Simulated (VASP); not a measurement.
# Be2Zn3Se5 (I-4m2) in VASP: notebook, part 2 of 2

VASP 6.6.1. The steps go on from the part before.

## (3) Single point, PBE

This run uses another cell than the first one, of 20.92 Å³/atom.

The input, INCAR:

```
PREC = Accurate ; ENCUT = 520
EDIFF = 1E-6 ; ISMEAR = 0
SIGMA = 0.1 ; LREAL = False
LASPH = True ; NELM = 60
ALGO = Normal ; ISIF = 2
LWAVE = False ; LCHARG = False
GGA = PE ; NBANDS = 46
```

The input, KPOINTS:

```
regular mesh
0
Gamma
  6 6 6
```

The input, POSCAR:

```
Be2Zn3Se5
1.0
   -1.9385702650      1.9385702650     13.9198268278
    1.9385702650     -1.9385702650     13.9198268278
    1.9385702650      1.9385702650    -13.9198268278
Be Zn Se
2 3 5
Direct
    0.7055889789      0.7055889789      0.0000000000
    0.2944110211      0.2944110211      0.0000000000
    0.8922915878      0.8922915878      0.0000000000
    0.5000000000      0.5000000000      0.0000000000
    0.1077084122      0.1077084122      0.0000000000
    0.2500000000      0.7500000000      0.5000000000
    0.8379077065      0.3379077065      0.5000000000
    0.4461084691      0.9461084691      0.5000000000
    0.0538915309      0.5538915309      0.5000000000
    0.6620922935      0.1620922935      0.5000000000
```

Potentials or basis: VASP PAW PBE potentials, release 64 (Be, Zn, Se).

On the command line:

```bash
$ cat potpaw_PBE.64/Be/POTCAR potpaw_PBE.64/Zn/POTCAR potpaw_PBE.64/Se/POTCAR > POTCAR
$ mpirun -np 1 vasp_std > vasp.out
```

OUTCAR:

```text
PREC = Accurate
   ENCUT = 520
   EDIFF = 1E-6
   ISMEAR = 0
   LREAL = False
   LASPH = True
   NELM = 60
   ISIF = 2
   GGA = PE

 ion  position               nearest neighbor table
   1  0.706  0.706  0.000-  10 2.29  10 2.29   6 2.30   6 2.30
   2  0.294  0.294  0.000-   7 2.29   7 2.29   6 2.30   6 2.30
   3  0.892  0.892  0.000-   8 2.45   8 2.45   7 2.46   7 2.46
   4  0.500  0.500  0.000-   8 2.45   9 2.45   9 2.45   8 2.45
   5  0.108  0.108  0.000-   9 2.45   9 2.45  10 2.46  10 2.46
   6  0.250  0.750  0.500-   1 2.30   2 2.30   2 2.30   1 2.30
   7  0.838  0.338  0.500-   2 2.29   2 2.29   3 2.46   3 2.46
   8  0.446  0.946  0.500-   3 2.45   3 2.45   4 2.45   4 2.45
   9  0.054  0.554  0.500-   5 2.45   5 2.45   4 2.45   4 2.45
  10  0.662  0.162  0.500-   1 2.29   1 2.29   5 2.46   5 2.46

  LATTYP: Found a body centered tetragonal cell.
 ALAT       =     3.8771405300
 C/A-ratio  =     7.1804603006

  Lattice vectors:

 A1 = (  -1.9385702650,   1.9385702650,  13.9198268278)
 A2 = (   1.9385702650,  -1.9385702650,  13.9198268278)
 A3 = (   1.9385702650,   1.9385702650, -13.9198268278)

Analysis of symmetry for initial positions (statically):
=====================================================================
 Subroutine PRICEL returns:
 Original cell was already a primitive cell.

 Routine SETGRP: Setting up the symmetry group for a
 body centered tetragonal supercell.

 Subroutine GETGRP returns: Found  8 space group operations
 (whereof  8 operations were pure point group operations)
 out of a pool of 16 trial point group operations.

The static configuration has the point symmetry D_2d.

Analysis of symmetry for dynamics (positions and initial velocities):
=====================================================================
 Subroutine PRICEL returns:
 Original cell was already a primitive cell.

 Routine SETGRP: Setting up the symmetry group for a
 body centered tetragonal supercell.

 Subroutine GETGRP returns: Found  8 space group operations
 (whereof  8 operations were pure point group operations)
 out of a pool of 16 trial point group operations.

The dynamic configuration has the point symmetry D_2d.

 Subroutine INISYM returns: Found  8 space group operations
 (whereof  8 operations are pure point group operations),
 and found     1 'primitive' translations

----------------------------------------------------------------------------------------

                                     Primitive cell

  volume of cell :     209.2459

  direct lattice vectors                    reciprocal lattice vectors
    -1.938570265  1.938570265 13.919826828     0.000000000  0.257922041  0.035919987
     1.938570265 -1.938570265 13.919826828     0.257922041  0.000000000  0.035919987
     1.938570265  1.938570265-13.919826828     0.257922041  0.257922041  0.000000000

  length of vectors
    14.187236809 14.187236809 14.187236809     0.260411261  0.260411261  0.364756849

  position of ions in fractional coordinates (direct lattice)
     0.705588979  0.705588979  0.000000000
     0.294411021  0.294411021  0.000000000
     0.892291588  0.892291588  0.000000000
[... 72 lines left out ...]
 -0.166667 -0.333333  0.166667      8.000000
 [... further k-points ...]
   k-points           NKPTS =     30   k-points in BZ     NKDIM =     30   number of bands    NBANDS=     46
   number of dos      NEDOS =    301   number of ions     NIONS =     10
   total plane-waves  NPLWV = ******
   dimension x,y,z NGX =   108 NGY =  108 NGZ =  108
   dimension x,y,z NGXF=   216 NGYF=  216 NGZF=  216
   ions per type =               2   3   5
   NGX,Y,Z   is equivalent  to a cutoff of  12.66, 12.66, 12.66 a.u.
   NGXF,Y,Z  is equivalent  to a cutoff of  25.31, 25.31, 25.31 a.u.
 SYSTEM =  unknown system
   PREC   = accura    normal or accurate (medium, high low for compatibility)
   ISTART =      0    job   : 0-new  1-cont  2-samecut
   ICHARG =      2    charge: 1-file 2-atom 10-const
   ISPIN  =      1    spin polarized calculation?
   LNONCOLLINEAR =      F non collinear calculations
   LSORBIT =      F    spin-orbit coupling
   LASPH  =      T    aspherical Exc in radial PAW
   ENCUT  =  520.0 eV  38.22 Ry    6.18 a.u.  26.38 26.38 26.38*2*pi/ulx,y,z
   NELM   =     60;   NELMIN=  2; NELMDL= -5     # of ELM steps
   EDIFF  = 0.1E-05   stopping-criterion for ELM
   LREAL  =      F    real-space projection
   EDIFFG = 0.1E-04   stopping-criterion for IOM
   NSW    =      0    number of steps for IOM
   IBRION =     -1    ionic relax: 0-MD 1-quasi-New 2-CG
   NFREE  =      0    steps in history (QN), initial steepest desc. (CG)
   ISIF   =      2    stress and relaxation
   ISYM   =      2    0-nonsym 1-usesym 2-fastsym
   POTIM  = 0.5000    time-step for ionic-motion
   TEBEG  =    0.0;   TEEND  =   0.0 temperature during run
   PSTRESS=    0.0 pullay stress
   NELECT =      70.0000    total number of electrons
   NUPDOWN=      -1.0000    fix difference up-down
   EMIN   =  10.00;   EMAX   =-10.00  energy-range for DOS
   EFERMI =   0.00;   METHOD = LEGACY
   ISMEAR =     0;   SIGMA  =   0.10  broadening in eV -4-tet -1-fermi 0-gaus
   EFERMI_NEDOS =   21; number of points for ismear=-14 and -15
   IALGO  =     38    algorithm
   IMIX   =      4    mixing-type and parameters
     AMIX     =   0.40;   BMIX     =  1.00
     AMIX_MAG =   1.60;   BMIX_MAG =  1.00
  volume/ion in A,a.u.               =      20.92       141.21
  Fermi-wavevector in a.u.,A,eV,Ry     =   1.136463  2.147603 17.572572  1.291548
  Thomas-Fermi vector in A             =   2.273168
   LORBIT       =      0    0 simple, 1 ext, 2 COOP (PROOUT), +10 PAW based schemes
   GGA     = PE    functional components
   LHFCALC =     F    Hartree Fock is set to
   AEXX    =    0.0000 exact exchange contribution
   IVDW    =     0    specifies the selected vdW correction
   LEPSILON=     F    determine dielectric tensor
   LRPA    =     F    only Hartree local field effects (RPA)
 non-spin polarized calculation
 Gauss-broadening in eV      SIGMA  =   0.10
  energy-cutoff  :      520.00
  volume of cell :      209.25
 maximum number of plane-waves:      5669
 NGX is ok and might be reduce to   108
   NGX = 53   NGY = 53   NGZ = 53

 number of electron      70.0000011 magnetization

 Free energy of the ion-electron system (eV)
  ---------------------------------------------------
  ext. energy  EPLUGINS =         0.00000000
  ---------------------------------------------------
  free energy    TOTEN  =       -35.49743912 eV

  energy without entropy =      -35.49743912  energy(sigma->0) =      -35.49743912

 E-fermi :   2.5405     XC(G=0):  -9.2780

 val. band max:        2.1285732770   @ k =   0.0000   0.0000   0.0000
 cond. band min:       4.0085667874   @ k =   0.0000   0.0000   0.0000
 fundamental gap:      1.8799935104
 Fermi energy:         2.5405214277

 k-point     1 :       0.0000    0.0000    0.0000
  band No.  band energies     occupation
      1     -11.3217      2.00000
      2     -10.9140      2.00000
      3     -10.8714      2.00000
      4     -10.2997      2.00000
      5      -9.9985      2.00000
      6      -4.4709      2.00000
[... 1165 lines left out ...]
     45       7.6558      0.00000
     46       7.8101      0.00000

 [... further k-points ...]

------------------------ aborting loop because EDIFF is reached ----------------------------------------

  FORCE on cell =-STRESS in cart. coord.  units (eV):
  Direction    XX          YY          ZZ          XY          YZ          ZX
  --------------------------------------------------------------------------------------
  -------------------------------------------------------------------------------------
  Total        0.3822475      0.3822475      0.3859341      0.0000000      0.0000000     -0.0000000
  in kB        2.9268356      2.9268356      2.9550637      0.0000000      0.0000000     -0.0000000
  external PRESSURE =       2.9362449 kB  Pullay stress =       0.0000000 kB

 VOLUME and BASIS-vectors are now :
 -----------------------------------------------------------------------------
  energy-cutoff  :      520.00
  volume of cell :      209.25
      direct lattice vectors                 reciprocal lattice vectors
    -1.938570265  1.938570265 13.919826828     0.000000000  0.257922041  0.035919987
     1.938570265 -1.938570265 13.919826828     0.257922041  0.000000000  0.035919987
     1.938570265  1.938570265-13.919826828     0.257922041  0.257922041  0.000000000

 POSITION                                       TOTAL-FORCE (eV/Angst)
 -----------------------------------------------------------------------------------
      0.00000      0.00000     19.64335         0.000000     -0.000000      0.013464
      0.00000      0.00000      8.19630         0.000000     -0.000000     -0.013464
      0.00000      0.00000     24.84109        -0.000000      0.000000     -0.012903
      0.00000      0.00000     13.91983         0.000000     -0.000000     -0.000000
      0.00000      0.00000      2.99856        -0.000000      0.000000      0.012903
      1.93857      0.00000      6.95991         0.000000     -0.000000     -0.000000
      0.00000      1.93857      9.40723         0.000000     -0.000000     -0.000805
      1.93857      0.00000     12.41951         0.000000     -0.000000      0.004557
      1.93857      0.00000      1.50032         0.000000     -0.000000     -0.004557
      0.00000      1.93857      4.51259         0.000000     -0.000000      0.000805
 -----------------------------------------------------------------------------------
    total drift:                               -0.000000      0.000000      0.000000

  FREE ENERGIE OF THE ION-ELECTRON SYSTEM (eV)
  ---------------------------------------------------
  free  energy   TOTEN  =       -35.4974391242 eV

  energy  without entropy=      -35.4974391242  energy(sigma->0) =      -35.49743912
```

Wall time 47 min (1 thread of Intel Xeon Platinum 8559C (Emerald Rapids), shared host); peak memory 2 GiB.

What came out:

```
Free energy            : -35.4974 eV
Pressure               : 0.3 GPa
Largest force          : 0.013 eV/Å
Band gap on the k mesh : 1.88 eV
```

Forces in eV/Å, atoms in the order of the input:
```
Be   0.000  0.000  0.013
Be   0.000  0.000 -0.013
Zn   0.000  0.000 -0.013
Zn   0.000  0.000  0.000
Zn   0.000  0.000  0.013
Se   0.000  0.000  0.000
Se   0.000  0.000 -0.001
Se   0.000  0.000  0.005
Se   0.000  0.000 -0.005
Se   0.000  0.000  0.001
```

A k mesh can miss the band edges.
